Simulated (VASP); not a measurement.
# Mg2FeH6 (Fm-3m) in VASP: further runs, part 2 of 2

VASP 6.6.1.

### Step 3. Single point, LDA (volume scaled by 1.03, then relaxed in part)

File INCAR:

```
  PREC = Accurate
  ENCUT = 520
  EDIFF = 1E-6
  ISMEAR = 0
  SIGMA = 0.02
  LREAL = False
  LASPH = True
  NELM = 100
  ALGO = Normal
  ISIF = 2
  LWAVE = False
  LCHARG = False
  GGA = CA
  NBANDS = 19
```

File KPOINTS:

```
Automatic mesh
0
Gamma
  8 8 8
```

File POSCAR:

```
Mg2FeH6
1.0
    0.0000000000      3.1705335262      3.1705335262
    3.1705335262      0.0000000000      3.1705335262
    3.1705335262      3.1705335262      0.0000000000
Mg Fe H
2 1 6
Direct
    0.2500000000      0.2500000000      0.2500000000
    0.7500000000      0.7500000000      0.7500000000
    0.0000000000      0.0000000000      0.0000000000
    0.7566241640      0.2433758360      0.2433758360
    0.2433758360      0.7566241640      0.2433758360
    0.2433758360      0.7566241640      0.7566241640
    0.7566241640      0.2433758360      0.7566241640
    0.2433758360      0.2433758360      0.7566241640
    0.7566241640      0.7566241640      0.2433758360
```

Potentials or basis: VASP PAW LDA potentials, release 64 (Mg, Fe, H).

Run with:

```console
> cat potpaw_LDA.64/Mg/POTCAR potpaw_LDA.64/Fe/POTCAR potpaw_LDA.64/H/POTCAR > POTCAR
> mpirun -np 1 vasp_std > vasp.out
```

OUTCAR:

```text
PREC = Accurate
   ENCUT = 520
   EDIFF = 1E-6
   ISMEAR = 0
   LREAL = False
   LASPH = True
   NELM = 100
   ISIF = 2
   GGA = CA

 ion  position               nearest neighbor table
   1  0.250  0.250  0.250-   4 2.24   7 2.24   9 2.24   5 2.24   6 2.24   9 2.24   6 2.24   7 2.24
                             8 2.24   4 2.24   5 2.24   8 2.24   3 2.75   3 2.75   3 2.75   3 2.75
   2  0.750  0.750  0.750-   6 2.24   7 2.24   9 2.24   4 2.24   5 2.24   9 2.24   4 2.24   7 2.24
                             8 2.24   5 2.24   6 2.24   8 2.24   3 2.75   3 2.75   3 2.75   3 2.75
[... 752 lines left out ...]
  external PRESSURE =     -30.4227508 kB  Pullay stress =       0.0000000 kB

 VOLUME and BASIS-vectors are now :
 -----------------------------------------------------------------------------
  energy-cutoff  :      520.00
  volume of cell :       63.74
      direct lattice vectors                 reciprocal lattice vectors
     0.000000000  3.170533526  3.170533526    -0.157702165  0.157702165  0.157702165
     3.170533526  0.000000000  3.170533526     0.157702165 -0.157702165  0.157702165
     3.170533526  3.170533526  0.000000000     0.157702165  0.157702165 -0.157702165

 POSITION                                       TOTAL-FORCE (eV/Angst)
 -----------------------------------------------------------------------------------
      1.58527      1.58527      1.58527         0.000000      0.000000      0.000000
      4.75580      4.75580      4.75580        -0.000000      0.000000      0.000000
      0.00000      0.00000      0.00000        -0.000000      0.000000      0.000000
      1.54326      3.17053      3.17053         0.037542      0.000000      0.000000
      3.17053      1.54326      3.17053        -0.000000      0.037542      0.000000
      4.79780      3.17053      3.17053        -0.037542      0.000000      0.000000
      3.17053      4.79780      3.17053        -0.000000     -0.037542      0.000000
      3.17053      3.17053      1.54326        -0.000000      0.000000      0.037542
      3.17053      3.17053      4.79780        -0.000000      0.000000     -0.037542
 -----------------------------------------------------------------------------------
    total drift:                               -0.000000     -0.000000      0.000000

  FREE ENERGIE OF THE ION-ELECTRON SYSTEM (eV)
  ---------------------------------------------------
  free  energy   TOTEN  =       -37.5873761415 eV

  energy  without entropy=      -37.5873761415  energy(sigma->0) =      -37.58737614
```

OSZICAR:

```text
N       E                     dE             d eps       ncg     rms          rms(c)
DAV:   1     0.609330046269E+02    0.60933E+02   -0.73656E+03  1102   0.879E+02
DAV:   2    -0.352321460376E+02   -0.96165E+02   -0.83365E+02  1128   0.183E+02
DAV:   3    -0.407002767698E+02   -0.54681E+01   -0.53966E+01  1418   0.531E+01
DAV:   4    -0.407740372677E+02   -0.73760E-01   -0.73660E-01  1333   0.551E+00
DAV:   5    -0.407749552255E+02   -0.91796E-03   -0.91792E-03  1306   0.697E-01    0.178E+01
DAV:   6    -0.405823307777E+02    0.19262E+00   -0.12008E+01  1207   0.659E+01    0.118E+01
DAV:   7    -0.381827157723E+02    0.23996E+01   -0.70030E+00  1333   0.626E+01    0.681E+00
DAV:   8    -0.375953750031E+02    0.58734E+00   -0.10332E+00  1312   0.159E+01    0.148E+00
DAV:   9    -0.375924354603E+02    0.29395E-02   -0.15792E-01  1483   0.270E+00    0.788E-01
DAV:  10    -0.375874068876E+02    0.50286E-02   -0.12628E-02  1367   0.157E+00    0.150E-01
DAV:  11    -0.375874274394E+02   -0.20552E-04   -0.84003E-04  1685   0.337E-01    0.830E-02
DAV:  12    -0.375873761980E+02    0.51241E-04   -0.79012E-05  1243   0.175E-01    0.227E-02
DAV:  13    -0.375873771198E+02   -0.92182E-06   -0.10973E-05  1217   0.185E-02    0.749E-03
DAV:  14    -0.375873761415E+02    0.97829E-06   -0.12657E-06   741   0.171E-02
   1 F= -.37587376E+02 E0= -.37587376E+02  d E =-.210339E-18
```

It took 16 s on 1 thread of Intel Xeon 6975P-C (Granite Rapids), shared host; peak memory 0.19 GiB.

Results:

| Property | Result |
| --- | --- |
| Free energy | -37.5874 eV |
| Pressure | -3.0 GPa |
| Largest force | 0.038 eV/Å |
| Band gap on the k mesh | 1.75 eV, direct |

Forces in eV/Å, atoms in the order of the input:
```
Mg   0.000  0.000  0.000
Mg   0.000  0.000  0.000
Fe   0.000  0.000  0.000
H    0.038  0.000  0.000
H    0.000  0.038  0.000
H   -0.038  0.000  0.000
H    0.000 -0.038  0.000
H    0.000  0.000  0.038
H    0.000  0.000 -0.038
```

 A k mesh can miss the band edges.

### Step 4. Single point, LDA (volume scaled by 1.06, then relaxed in part)

File INCAR:

```
ALGO = Normal
EDIFF = 1E-7
ENCUT = 520
ISIF = 2
ISMEAR = 0
LASPH = True
LCHARG = True
LELF = True
LREAL = False
LVHAR = True
LWAVE = False
NBANDS = 19
NELM = 60
PREC = Accurate
SIGMA = 0.02
```

File KPOINTS:

```
k-points
0
Gamma
  8 8 8
```

File POSCAR:

```
Mg2FeH6
1.0
    0.0000000000      3.2010212957      3.2010212957
    3.2010212957      0.0000000000      3.2010212957
    3.2010212957      3.2010212957      0.0000000000
Mg Fe H
2 1 6
Direct
    0.2500000000      0.2500000000      0.2500000000
    0.7500000000      0.7500000000      0.7500000000
    0.0000000000      0.0000000000      0.0000000000
    0.7583585165      0.2416414835      0.2416414835
    0.2416414835      0.7583585165      0.2416414835
    0.2416414835      0.7583585165      0.7583585165
    0.7583585165      0.2416414835      0.7583585165
    0.2416414835      0.2416414835      0.7583585165
    0.7583585165      0.7583585165      0.2416414835
```

Run with:

```console
> cat potpaw_LDA.64/Mg/POTCAR potpaw_LDA.64/Fe/POTCAR potpaw_LDA.64/H/POTCAR > POTCAR
> mpirun -np 1 vasp_std > vasp.out
```

Wall time 20 s (1 thread of Intel Xeon 6975P-C (Granite Rapids), shared host); peak memory 0.19 GiB.

Results (log left out):

```
Free energy            : -37.5394 eV
Pressure               : -5.2 GPa
Largest force          : 0.036 eV/Å
Band gap on the k mesh : 1.73 eV, direct
```

Forces on the atoms (eV/Å):
```
Mg   0.000  0.000  0.000
Mg   0.000  0.000  0.000
Fe   0.000  0.000  0.000
H    0.036  0.000  0.000
H    0.000  0.036  0.000
H   -0.036  0.000  0.000
H    0.000 -0.036  0.000
H    0.000  0.000  0.036
H    0.000  0.000 -0.036
```

Levels at points of the mesh, in eV from the valence-band top:
| k point | band 6 | band 7 | band 8 | band 9 | band 10 | band 11 | band 12 | band 13 |
| --- | --- | --- | --- | --- | --- | --- | --- | --- |
| (0.00, 0.00, 0.00) | -2.09 | -0.76 | -0.76 | -0.76 | 5.17 | 5.17 | 5.17 | 5.29 |
| (0.50, 0.00, 0.00) | -1.80 | -0.50 | -0.29 | -0.29 | 3.40 | 3.40 | 3.88 | 4.90 |
| (0.50, 0.50, 0.00) | -2.88 | -1.43 | 0.00 | 0.00 | 1.73 | 3.64 | 6.33 | 7.80 |

 A k mesh can miss the band edges.

### Step 5. Overview

```tsv
cell	gap on the mesh (eV)	pressure (GPa)	largest force (eV/Å)
a = 4.440 Å, angles 60.0°, 9 atoms	1.77	-0.6	0.04
a = 4.484 Å, angles 60.0°, 9 atoms	1.75	-3.0	0.04
a = 4.527 Å, angles 60.0°, 9 atoms	1.73	-5.2	0.04
```

Alike in all rows: task single point; level LDA; potentials or basis VASP PAW LDA potentials, release 64 (Mg, Fe, H); no spin polarisation; k mesh 8 × 8 × 8; cutoff (eV) 520; smearing gaussian 0.02 eV.

Total energies depend on the potentials used, so only differences within one code and one set of settings carry meaning.
